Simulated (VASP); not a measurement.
# Re (P6_3/mmc) in VASP: settings compared

Aim: see how the results for Re move with the level of theory and the settings. Levels: HSE06, PBE0, LDA. Tasks: single point.

Program: VASP 6.6.1. These are calculated values, not measurements. Logs are shortened: lines on timing, memory, paths and dates and some standing lists are left out, and cuts for length are marked.

### Step 1. The cell of the first run

The structure is hexagonal, space group P6_3/mmc (No. 194). Conventional cell: a = 2.774 Å, b = 2.774 Å, c = 4.367 Å, α = 90.00°, β = 90.00°, γ = 120.00°. Within 3.6 Å of Re (site symmetry -6m2) lie 12 Re at 2.71 to 2.77 Å.

### Step 2. Single point, HSE06

The input, POSCAR:

```
Re
1.0
    2.7744280426      0.0000000000      0.0000000000
   -1.3872140213      2.4027251659      0.0000000000
    0.0000000000      0.0000000000      4.3667874260
Re
2
Direct
    0.6666666667      0.3333333333      0.7500000000
    0.3333333333      0.6666666667      0.2500000000
```

The input, INCAR.step1:

```
PREC     = Accurate       # precision mode
ENCUT    = 410            # plane-wave cutoff, eV
EDIFF    = 1E-5           # SCF threshold, eV
ISMEAR   = -1             # smearing method
SIGMA    = 0.05           # smearing width, eV
LREAL    = F              # projectors in reciprocal space
LASPH    = T              # aspherical terms in the spheres
NELM     = 120            # most SCF steps
ALGO     = Normal         # electronic algorithm
ISIF     = 2              # what is computed and relaxed
LWAVE    = T              # write WAVECAR
GGA      = PE             # functional
NBANDS   = 22             # bands
GGA_COMPAT= F
```

The input, INCAR.step2:

```
PREC     = Accurate       # precision mode
ENCUT    = 410            # plane-wave cutoff, eV
EDIFF    = 1E-6           # SCF threshold, eV
ISMEAR   = -1             # smearing method
SIGMA    = 0.05           # smearing width, eV
LREAL    = F              # projectors in reciprocal space
LASPH    = T              # aspherical terms in the spheres
NELM     = 120            # most SCF steps
ALGO     = Normal         # electronic algorithm
ISIF     = 2              # what is computed and relaxed
LWAVE    = F              # write WAVECAR
LCHARG   = T              # write CHGCAR
GGA      = PE             # functional
LHFCALC  = T              # exact exchange
HFSCREEN = 0.2079         # screening, 1/A
PRECFOCK = Normal       
LELF     = T              # ELF
LVHAR    = T            
ISTART   = 1            
NBANDS   = 22             # bands
GGA_COMPAT= F
```

The input, KPOINTS:

```
Automatic mesh
0
Gamma
  6 6 3
```

Potentials or basis: VASP PAW PBE potentials, release 64 (Re_sv_GW).

Run with:

```bash
$ cat potpaw_PBE.64/Re_sv_GW/POTCAR > POTCAR
$ cp INCAR.step1 INCAR
$ mpirun -np 1 vasp_std > vasp.out
$ cp INCAR.step2 INCAR
$ mpirun -np 1 vasp_std > vasp.out
```

OUTCAR:

```text
PREC = Accurate
   ENCUT = 410
   EDIFF = 1E-6
   ISMEAR = -1
   LREAL = F
   LASPH = T
   NELM = 120
   ISIF = 2
   GGA = PE
   LHFCALC = T
   HFSCREEN = 0.2079
   PRECFOCK = Normal
   ISTART = 1

 ion  position               nearest neighbor table
   1  0.667  0.333  0.750-   2 2.71   2 2.71   2 2.71   2 2.71   2 2.71   2 2.71
   2  0.333  0.667  0.250-   1 2.71   1 2.71   1 2.71   1 2.71   1 2.71   1 2.71

  LATTYP: Found a hexagonal cell.
 ALAT       =     2.7744280426
 C/A-ratio  =     1.5739414968

  Lattice vectors:

 A1 = (   2.7744280426,   0.0000000000,   0.0000000000)
 A2 = (  -1.3872140213,   2.4027251659,   0.0000000000)
 A3 = (   0.0000000000,   0.0000000000,   4.3667874260)

Analysis of symmetry for initial positions (statically):
=====================================================================
 Subroutine PRICEL returns:
 Original cell was already a primitive cell.

 Routine SETGRP: Setting up the symmetry group for a
 hexagonal supercell.

 Subroutine GETGRP returns: Found 24 space group operations
 (whereof 12 operations were pure point group operations)
 out of a pool of 24 trial point group operations.

The static configuration has the point symmetry D_3d.
 The point group associated with its full space group is D_6h.

Analysis of symmetry for dynamics (positions and initial velocities):
=====================================================================
 Subroutine PRICEL returns:
 Original cell was already a primitive cell.

 Routine SETGRP: Setting up the symmetry group for a
 hexagonal supercell.

 Subroutine GETGRP returns: Found 24 space group operations
 (whereof 12 operations were pure point group operations)
 out of a pool of 24 trial point group operations.

The dynamic configuration has the point symmetry D_3d.
 The point group associated with its full space group is D_6h.

 Subroutine INISYM returns: Found 24 space group operations
 (whereof 12 operations are pure point group operations),
 and found     1 'primitive' translations

----------------------------------------------------------------------------------------

                                     Primitive cell

  volume of cell :      29.1098

  direct lattice vectors                    reciprocal lattice vectors
     2.774428043  0.000000000  0.000000000     0.360434650  0.208097042  0.000000000
    -1.387214021  2.402725166  0.000000000     0.000000000  0.416194084  0.000000000
     0.000000000  0.000000000  4.366787426     0.000000000  0.000000000  0.229001301

  length of vectors
     2.774428043  2.774428043  4.366787426     0.416194084  0.416194084  0.229001301

  position of ions in fractional coordinates (direct lattice)
     0.666666667  0.333333333  0.750000000
     0.333333333  0.666666667  0.250000000

  ion indices of the primitive-cell ions
   primitive index   ion index
                 1           1
                 2           2

----------------------------------------------------------------------------------------

 KPOINTS: Automatic mesh

Automatic generation of k-mesh.
 Grid dimensions read from file:
 generate k-points for:    6    6    3

 Generating k-lattice:

  Cartesian coordinates                     Fractional coordinates (reciprocal lattice)
     0.060072442  0.034682840  0.000000000     0.166666667 -0.000000000  0.000000000
     0.000000000  0.069365681  0.000000000     0.000000000  0.166666667  0.000000000
     0.000000000  0.000000000  0.076333767     0.000000000  0.000000000  0.333333333

  Length of vectors
     0.069365681  0.069365681  0.076333767

  Shift w.r.t. Gamma in fractional coordinates (k-lattice)
     0.000000000  0.000000000  0.000000000

 Subroutine IBZKPT returns following result:
 ===========================================

 Found     14 irreducible k-points:

 Following reciprocal coordinates:
            Coordinates               Weight
  0.000000  0.000000  0.000000      1.000000
  0.166667  0.000000  0.000000      6.000000
  0.333333  0.000000  0.000000      6.000000
  0.500000  0.000000  0.000000      3.000000
  0.166667  0.166667  0.000000      6.000000
  0.333333  0.166667  0.000000     12.000000
  0.333333  0.333333  0.000000      2.000000
  0.000000  0.000000  0.333333      2.000000
  0.166667  0.000000  0.333333     12.000000
  0.333333  0.000000  0.333333     12.000000
  0.500000  0.000000  0.333333      6.000000
  0.166667  0.166667  0.333333     12.000000
  0.333333  0.166667  0.333333     24.000000
  0.333333  0.333333  0.333333      4.000000
   k-points           NKPTS =     14   k-points in BZ     NKDIM =    108   number of bands    NBANDS=     22
   number of dos      NEDOS =    301   number of ions     NIONS =      2
   total plane-waves  NPLWV =   9720
   dimension x,y,z NGX =    18 NGY =   18 NGZ =   30
   dimension x,y,z NGXF=    36 NGYF=   36 NGZF=   60
   ions per type =               2
   NGX,Y,Z   is equivalent  to a cutoff of  10.79, 10.79, 11.42 a.u.
   NGXF,Y,Z  is equivalent  to a cutoff of  21.57, 21.57, 22.84 a.u.
 SYSTEM =  unknown system
   PREC   = accura    normal or accurate (medium, high low for compatibility)
   ISTART =      1    job   : 0-new  1-cont  2-samecut
   ICHARG =      0    charge: 1-file 2-atom 10-const
   ISPIN  =      1    spin polarized calculation?
   LNONCOLLINEAR =      F non collinear calculations
   LSORBIT =      F    spin-orbit coupling
   LASPH  =      T    aspherical Exc in radial PAW
   ENCUT  =  410.0 eV  30.13 Ry    5.49 a.u.   4.58  4.58  7.21*2*pi/ulx,y,z
   NELM   =    120;   NELMIN=  2; NELMDL=  0     # of ELM steps
   EDIFF  = 0.1E-05   stopping-criterion for ELM
   LREAL  =      F    real-space projection
   EDIFFG = 0.1E-04   stopping-criterion for IOM
   NSW    =      0    number of steps for IOM
   IBRION =     -1    ionic relax: 0-MD 1-quasi-New 2-CG
   NFREE  =      0    steps in history (QN), initial steepest desc. (CG)
   ISIF   =      2    stress and relaxation
   ISYM   =      3    0-nonsym 1-usesym 2-fastsym
   POTIM  = 0.5000    time-step for ionic-motion
   TEBEG  =    0.0;   TEEND  =   0.0 temperature during run
   PSTRESS=    0.0 pullay stress
   NELECT =      30.0000    total number of electrons
   NUPDOWN=      -1.0000    fix difference up-down
   EMIN   =  10.00;   EMAX   =-10.00  energy-range for DOS
   EFERMI =   0.00;   METHOD = LEGACY
   ISMEAR =    -1;   SIGMA  =   0.05  broadening in eV -4-tet -1-fermi 0-gaus
   EFERMI_NEDOS =   21; number of points for ismear=-14 and -15
   IALGO  =     38    algorithm
   IMIX   =      1    mixing-type and parameters
     AMIX     =   0.40;   BMIX     =  1.00
     AMIX_MAG =   1.60;   BMIX_MAG =  1.00
  volume/ion in A,a.u.               =      14.55        98.22
  Fermi-wavevector in a.u.,A,eV,Ry     =   1.653619  3.124886 37.204517  2.734455
  Thomas-Fermi vector in A             =   2.742026
   LORBIT       =      0    0 simple, 1 ext, 2 COOP (PROOUT), +10 PAW based schemes
   GGA     = PE    functional components
   LHFCALC =     T    Hartree Fock is set to
   PRECFOCK=normal    Normal, Fast or Accurate (Low or Medium for compatibility)
   ENCUT4O =  -1.0   cutoff for four orbital integrals eV
   NKREDX  =     1    reduce k-point grid by
   NKREDY  =     1    reduce k-point grid by
   NKREDZ  =     1    reduce k-point grid by
   AEXX    =    0.2500 exact exchange contribution
   HFSCREEN=    0.2079 screening length (either q_TF or 0.3 A-1)
   HFSCREENC=   0.2079 screening length for correlation (either q_TF or 0.3 A-1)
   ENCUTFOCK=  -1.0 apply spherical cutoff to Coloumb kernel
   IVDW    =     0    specifies the selected vdW correction
   LEPSILON=     F    determine dielectric tensor
   LRPA    =     F    only Hartree local field effects (RPA)
 non-spin polarized calculation
  energy-cutoff  :      410.00
  volume of cell :       29.11
 maximum number of plane-waves:       562
  NGX = 14; NGY = 14; NGZ = 24

 number of electron      30.0000011 magnetization

 Free energy of the ion-electron system (eV)
  ---------------------------------------------------
  ext. energy  EPLUGINS =         0.00000000
  ---------------------------------------------------
  free energy    TOTEN  =       -31.02515234 eV

  energy without entropy =      -31.00764822  energy(sigma->0) =      -31.01640028

 E-fermi :  12.6758     XC(G=0): -11.6046

 val. band max:       12.6369849807   @ k =   0.3333   0.1667   0.3333
 cond. band min:      12.8029309041   @ k =   0.3333   0.3333   0.3333
 fundamental gap:      0.1659459233
 Fermi energy:        12.6758240034

 k-point     1 :       0.0000    0.0000    0.0000
  band No.  band energies     occupation
      1     -71.2350      2.00000
      2     -71.0579      2.00000
      3     -32.3525      2.00000
      4     -31.1200      2.00000
      5     -31.1200      2.00000
      6     -30.8886      2.00000
[... 14 lines left out ...]
     21      24.3156      0.00000
     22      27.1884      0.00000

 k-point     2 :       0.1667    0.0000    0.0000
  band No.  band energies     occupation
      1     -71.2049      2.00000
      2     -71.0466      2.00000
      3     -32.2257      2.00000
      4     -31.3808      2.00000
      5     -31.2066      2.00000
      6     -31.1536      2.00000
[... 14 lines left out ...]
     21      24.2369      0.00000
     22      29.4776      0.00000

 k-point     3 :       0.3333    0.0000    0.0000
  band No.  band energies     occupation
      1     -71.1312      2.00000
      2     -71.0289      2.00000
      3     -31.9169      2.00000
      4     -31.8965      2.00000
      5     -31.6453      2.00000
      6     -31.3633      2.00000
[... 14 lines left out ...]
     21      24.8199      0.00000
     22      26.3094      0.00000
[... 226 lines left out ...]
 k-point    13 :       0.3333    0.1667    0.3333
  band No.  band energies     occupation
      1     -71.0717      2.00000
      2     -71.0430      2.00000
      3     -32.1553      2.00000
      4     -32.0348      2.00000
      5     -31.5527      2.00000
      6     -31.3632      2.00000
[... 14 lines left out ...]
     21      24.3503      0.00000
     22      26.2713      0.00000

 k-point    14 :       0.3333    0.3333    0.3333
  band No.  band energies     occupation
      1     -71.0434      2.00000
      2     -71.0434      2.00000
      3     -32.0010      2.00000
      4     -32.0010      2.00000
      5     -31.8385      2.00000
      6     -31.5811      2.00000
[... 14 lines left out ...]
     21      25.1712      0.00000
     22      26.3631      0.00000

------------------------ aborting loop because EDIFF is reached ----------------------------------------

  FORCE on cell =-STRESS in cart. coord.  units (eV):
  Direction    XX          YY          ZZ          XY          YZ          ZX
  --------------------------------------------------------------------------------------
  -------------------------------------------------------------------------------------
  Total       -1.2508730     -1.2508730     -1.3053467      0.0000000      0.0000000      0.0000000
  in kB      -68.8468669    -68.8468669    -71.8450491      0.0000000      0.0000000      0.0000000
  external PRESSURE =     -69.8462609 kB  Pullay stress =       0.0000000 kB

 VOLUME and BASIS-vectors are now :
 -----------------------------------------------------------------------------
  energy-cutoff  :      410.00
  volume of cell :       29.11
      direct lattice vectors                 reciprocal lattice vectors
     2.774428043  0.000000000  0.000000000     0.360434650  0.208097042  0.000000000
    -1.387214021  2.402725166  0.000000000     0.000000000  0.416194084  0.000000000
     0.000000000  0.000000000  4.366787426     0.000000000  0.000000000  0.229001301

 POSITION                                       TOTAL-FORCE (eV/Angst)
 -----------------------------------------------------------------------------------
      1.38721      0.80091      3.27509        -0.000000      0.000000      0.000000
     -0.00000      1.60182      1.09170         0.000000     -0.000000      0.000000
 -----------------------------------------------------------------------------------
    total drift:                                0.000000      0.000000     -0.000000

  FREE ENERGIE OF THE ION-ELECTRON SYSTEM (eV)
  ---------------------------------------------------
  free  energy   TOTEN  =       -31.0251523363 eV

  energy  without entropy=      -31.0076482166  energy(sigma->0) =      -31.01640028
```

Wall time 29 min (1 thread of Intel Xeon 6975P-C (Granite Rapids), shared host); peak memory 0.23 GiB.

Results:

* Free energy: -31.0252 eV
* Pressure: -7.0 GPa
* Band gap on the k mesh: zero (bands 15 and 16 overlap by 3.29 eV)

Caveat: the k points lie up to 0.48 Å⁻¹ apart, too coarse for converged energies and pressures of a metal; the PAW data sets were made with another functional, which shifts forces and pressure a little; spin-orbit coupling is left out, which moves the levels of the heavy elements.

[end of part 1 of 2]

The gap in the log of VASP goes by the Fermi energy; the results here count the filled bands.